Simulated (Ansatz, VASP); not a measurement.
**Two plane-wave programs on BeS**

Contents of POSCAR:

```
BeS
1.0
    2.4181789742      2.4181789742      0.0000000000
   -2.4181789742      2.4181789742      0.0000000000
    0.0000000000      2.4181789742      2.4181789742
Be S
1 1
Direct
    0.0000000000      0.0000000000      0.0000000000
    0.7500000000      0.2500000000      0.5000000000
```

Contents of INCAR.step1:

```
SYSTEM = BeS
PREC     = Accurate       ! precision mode
ENCUT    = 520            ! plane-wave cutoff, eV
ISMEAR   = 0              ! smearing method
SIGMA    = 0.01           ! smearing width, eV
LREAL    = .False.        ! projectors in reciprocal space
LASPH    = .True.         ! aspherical terms in the spheres
NELM     = 100            ! most SCF steps
NBANDS   = 11             ! bands
GGA      = PE             ! functional
ALGO     = Normal         ! electronic algorithm
EDIFF    = 1E-4           ! SCF threshold, eV
LWAVE    = .True.         ! write WAVECAR
LCHARG   = .False.        ! write CHGCAR
```

The input INCAR.step2:

```
SYSTEM = BeS
PREC     = Accurate       ! precision mode
ENCUT    = 520            ! plane-wave cutoff, eV
EDIFF    = 1E-6           ! SCF threshold, eV
ISMEAR   = 0              ! smearing method
SIGMA    = 0.01           ! smearing width, eV
LREAL    = .False.        ! projectors in reciprocal space
LASPH    = .True.         ! aspherical terms in the spheres
NELM     = 100            ! most SCF steps
ALGO     = Normal         ! electronic algorithm
ISIF     = 2              ! what is computed and relaxed
LWAVE    = .False.        ! write WAVECAR
LCHARG   = .True.         ! write CHGCAR
METAGGA  = R2SCAN         ! meta-GGA
LMIXTAU  = .True.       
LELF     = .True.         ! ELF
LVHAR    = .True.       
NBANDS   = 11             ! bands
ISTART   = 1
```

File KPOINTS:

```
Automatic mesh
0
Gamma
  8 8 8
  0 0 0
```

Input for Ansatz:

```yaml
crystal:
  lattice:
    - [2.41817897423, 2.41817897423, 0.0]
    - [-2.41817897423, 2.41817897423, 0.0]
    - [0.0, 2.41817897423, 2.41817897423]
  atoms:
    - { symbol: Be, position: [0.0, 0.0, 0.0] }
    - { symbol: S, position: [0.75, 0.25, 0.5] }
kpoints:
  mp_grid: { grid: [8, 8, 8] }
scf:
  occupations: { method: fixed }
  convergence: { dr2_threshold: 1.0e-10 }
hamiltonian:
  xc: r2scan
  pseudopotentials: { kind: paw }
output:
  forces: true
  stress: true
  eigenstates:
    kpoints:
      - [0.0, 0.0, 0.0]
      - [-0.5, 0.5, 0.0]
      - [-0.5, -0.5, -0.5]
      - [0.0, 0.0, -0.5]
      - [0.0, -0.5, -0.5]
      - [0.0, 0.5, 0.0]
      - [-0.5, 0.0, 0.0]
      - [-0.5, 0.0, -0.5]
  eigenvalues: true
```

Alike in both runs: task single point; functional r2SCAN; k mesh 8 × 8 × 8; no spin polarisation.

|  | VASP | Ansatz |
| --- | --- | --- |
| version | VASP 6.6.1 | Ansatz 0.2.0 |
| potentials or method | VASP PAW PBE potentials, release 64 (Be, S) | PAW with Ansatz's default frozen-core files, scalar-relativistic |
| plane-wave cutoff (eV) | 520 | 500 |
| occupations | gaussian, width 0.01 eV | fixed |
| valence electrons in the cell | 8 | 8 |

|  | VASP | Ansatz | Ansatz less VASP |
| --- | --- | --- | --- |
| gap on the k mesh at the Fermi level (eV) | 3.55 | 3.54 | -0.009 |
| pressure (GPa) | 2.3 | 2.0 | -0.29 |

VASP's potentials were made for PBE, not for r2SCAN.
